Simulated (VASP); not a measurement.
Zr, 1 atom in the cell. It takes space group Im-3m (No. 229, cubic). The conventional cell has a = 3.476 Å, b = 3.476 Å, c = 3.476 Å, α = 90.00°, β = 90.00°, γ = 90.00°. Zr (site symmetry m-3m) has 14 Zr at 3.01 to 3.48 Å within 4.0 Å. 

- Program: VASP 6.6.1
- Task: single point
- Functional: BLYP
- Dispersion: D3(BJ)
- Potentials or basis: VASP PAW PBE potentials, release 64 (Zr_sv)
- Cutoff: 500 eV
- k mesh: 10 × 10 × 10
- Occupations: fermi-dirac, width 0.05 eV
- Spin: no spin polarisation
- Dipole correction: no
- Further INCAR settings: ALGO = Normal; EDIFF = 1e-06; NBANDS = 12

Potentials or basis: VASP PAW PBE potentials, release 64 (Zr_sv).

Launch:

```sh
$ cat potpaw_PBE.64/Zr_sv/POTCAR > POTCAR
$ mpirun -np 1 vasp_std > vasp.out
```

Hardware: 1 thread of Intel Xeon 8259CL, on a shared host.

Question: How long does it take, and how much memory?

Answer: Run time: 18 s on 1 thread of Intel Xeon 8259CL (shared host), peak memory 0.15 GiB. Counts: scf iterations 12, k points 47.
